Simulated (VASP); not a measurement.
Write the native input for VASP 6.6.1 that does the following.

```yaml
Task: single point
Functional: RPBE
Dispersion: D4
Potentials_or_basis: VASP PAW PBE potentials, release 64 (Nb_sv)
Cutoff: 520 eV
k_mesh: 11 × 11 × 11
Occupations: fermi-dirac, width 0.05 eV
Spin: no spin polarisation
Dipole_correction: no
Further_INCAR_settings: ALGO = Normal; EDIFF = 1e-06; NBANDS = 12
```

The structure of Nb lies in POSCAR:

```
Nb
1.0
    0.0000000000      2.0984964024      2.0984964024
    2.0984964024      0.0000000000      2.0984964024
    2.0984964024      2.0984964024      0.0000000000
Nb
1
Direct
    0.0000000000      0.0000000000      0.0000000000
```

This isn't the form of Nb at room conditions, which is bcc.

One way to write it, as run:

INCAR

```
PREC = Accurate
ENCUT = 520
EDIFF = 1E-6
ISMEAR = -1
SIGMA = 0.05
LREAL = F
LASPH = T
NELM = 60
ALGO = Normal
ISIF = 2
LWAVE = F
LCHARG = T
GGA = RP
IVDW = 13
LELF = T
LVHAR = T
NBANDS = 12
```

KPOINTS

```
Automatic mesh
0
Gamma
  11 11 11
```

Potentials or basis: VASP PAW PBE potentials, release 64 (Nb_sv).

Command:

```console
$ cat potpaw_PBE.64/Nb_sv/POTCAR > POTCAR
$ mpirun -np 1 vasp_std > vasp.out
```

It gave:

```
Pressure                   : -0.3 GPa
Band gap on the k mesh     : zero (an odd number of electrons rules out a gap without spin polarisation)
Dispersion energy per atom : -0.575 eV
```

Caveat: the PAW data sets were made with another functional, which shifts forces and pressure a little.

Run time: 7.3 s on 1 thread of Intel(R) Xeon(R) Platinum 8375C CPU @ 2.90GHz (Ice Lake), with other jobs on the host, peak memory 0.14 GiB.
